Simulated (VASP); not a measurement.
Runs of VASP 6.6.1 on GaAs. The structure is that of space group F-43m (No. 216), or close to it. The cells are those of the table. 

```tsv
task	cell	gap on the mesh (eV)	pressure (GPa)
electric field gradients	a = 4.018, b = 4.018, c = 3.998 Å, angles 60.2, 60.2, 59.7°, 2 atoms	0.43	2.7
single point	a = 4.018, b = 4.018, c = 3.998 Å, angles 60.2, 60.2, 59.7°, 2 atoms	0.43	2.7
electric field gradients	a = 4.024 Å, angles 60.0°, 2 atoms	0.37	2.0
single point	a = 3.944 Å, angles 60.0°, 2 atoms	(c)	6.9
single point	a = 3.938, b = 3.938, c = 3.998 Å, angles 59.5, 59.5, 61.0°, 2 atoms	0.63	6.0
single point	a = 3.978, b = 3.978, c = 3.998 Å, angles 59.8, 59.8, 60.3°, 2 atoms	0.56	4.3
electric field gradients	a = 3.958, b = 3.958, c = 3.998 Å, angles 59.7, 59.7, 60.7°, 2 atoms	0.60	(a)
single point	a = 4.024 Å, angles 60.0°, 2 atoms	0.37	2.0
single point	a = 4.076 Å, angles 60.0°, 2 atoms	-	-0.4
electric field gradients	a = 3.978, b = 3.978, c = 3.998 Å, angles 59.8, 59.8, 60.3°, 2 atoms	0.56	4.3
electric field gradients	a = 4.076 Å, angles 60.0°, 2 atoms	-	-0.4
electric field gradients	a = 4.058, b = 4.058, c = 3.998 Å, angles 60.5, 60.5, 59.0°, 2 atoms	0.24	(b)
```

Alike in all rows: level PBE; potentials or basis VASP PAW PBE potentials, release 64 (Ga_d, As); no spin polarisation; k mesh 11 × 11 × 11; cutoff (eV) 520; smearing fermi-dirac 0.05 eV.

Problem. Estimate the missing entries.

Solution. (a) 5.1; (b) 1.4; (c) 0.83.

Caveats: the cell stands under pressure (at least some runs); an odd mesh through Γ misses points on the zone boundary, where band edges can lie (at least some runs).

A k mesh can miss the band edges, and the runs leave out spin-orbit coupling on As, Ga.
